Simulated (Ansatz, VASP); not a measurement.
## GaN: VASP beside Ansatz

```xyz
4
Lattice="3.1800 0.0000 0.0000 -1.5900 2.7540 0.0000 0.0000 0.0000 5.1660" Properties=species:S:1:pos:R:3 pbc="T T T"
Ga    0.0000    1.8360    0.0000
Ga    1.5900    0.9180    2.5830
N     0.0000    1.8360    1.9373
N     1.5900    0.9180    4.5203
```

Alike in both runs: task single point; functional PBE; k mesh 12 × 12 × 4; no spin polarisation.

|  | VASP | Ansatz |
| --- | --- | --- |
| version | VASP 6.6.1 | Ansatz 0.2.0 |
| potentials or method | VASP PAW PBE potentials, release 64 (Ga_d, N), cutoff 520 eV | plane waves, PAW |
| occupations | gaussian, width 0.01 eV | fixed |
| valence electrons in the cell | 36 | 36 |

Ansatz gave:

* pressure (GPa): 7.3
* traceless stress, the component that is largest in VASP (GPa): 1.43
* rms of the force components (eV/Å): 0.079

Estimate VASP's values.

pressure (GPa): 7.3; traceless stress, the component that is largest in VASP (GPa): 1.44; rms of the force components (eV/Å): 0.078.

Atom by atom the forces differ by 0.001 eV/Å (rms over components).
